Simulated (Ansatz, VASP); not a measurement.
One calculation of SiB2, two programs

```xyz
6
Lattice="4.3826 -1.4134 -0.0034 4.3826 1.4134 -0.0034 -2.8882 0.0000 4.4993" Properties=species:S:1:pos:R:3 pbc="T T T"
Si    2.7063    0.0000    3.5211
Si    3.1708    0.0000    0.9714
B     0.3328    0.0000    1.7154
B     5.5443    0.0000    2.7771
B     0.3412    0.0000    3.4492
B     5.5359    0.0000    1.0433
```

Change from the starting cell: species swapped into the MgPt2 type (C2/m, No. 12).

Alike in both runs: functional PBE; k mesh 12 × 12 × 8; occupations gaussian, width 0.1 eV; no spin polarisation.

Ansatz relaxed the structure, and its values are those at the end. VASP's run is a single point on that final structure, the one shown.

```csv
,VASP,Ansatz
version,VASP 6.6.1,Ansatz 0.2.0
potentials or method,"VASP PAW PBE potentials, release 64 (Si, B), cutoff 520 eV","scalar-relativistic, plane waves, PAW"
valence electrons in the cell,20,20
```

Ansatz gave:

| Item | Value |
| --- | --- |
| gap on the k mesh at the Fermi level (eV) | none |
| pressure (GPa) | 0.0 |
| rms of the force components (eV/Å) | 0.001 |

Task: Which values does VASP return?

Result: gap on the k mesh at the Fermi level (eV): none; pressure (GPa): 0.0; rms of the force components (eV/Å): 0.005.

A gap of «none» marks a metal or a gap that the smearing closes.
